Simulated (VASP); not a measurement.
Runs of VASP 6.6.1 on AlGa3N4. The structure is that of space group P-43m (No. 215), or close to it. The cells are those of the table. 

```tsv
potentials or basis	cell	cutoff (eV)	smearing	gap on the mesh (eV)	pressure (GPa)	largest force (eV/Å)
VASP PAW LDA potentials, release 64 (Al, Ga_d, N)	a = 4.427 Å, 8 atoms	520	gaussian 0.05 eV	2.57	1.0	0.03
VASP PAW LDA potentials, release 64 (Al, Ga_d, N_h)	a = 4.456 Å, 8 atoms	910	gaussian 0.01 eV	2.43	(b)	0.03
VASP PAW LDA potentials, release 64 (Al, Ga_d, N_h)	a = 4.397 Å, 8 atoms	910	gaussian 0.01 eV	2.72	5.2	0.03
VASP PAW LDA potentials, release 64 (Al, Ga_d, N_h)	a = 4.427 Å, 8 atoms	910	gaussian 0.02 eV	2.57	(a)	0.03
```

Alike in all rows: task single point; level LDA; no spin polarisation; k mesh 6 × 6 × 6.

Task: Fill in the values left out.

Result: (a) 0.8; (b) -3.1.

Caveats: the cutoff is under 1.25 times the usual one of these potentials, so pressure, stress and relaxed cells hold a basis-set (Pulay) error (at least some runs); the cell stands under tension (at least some runs); the cell stands under pressure (at least some runs).

A k mesh can miss the band edges, and the runs leave out spin-orbit coupling on Ga.
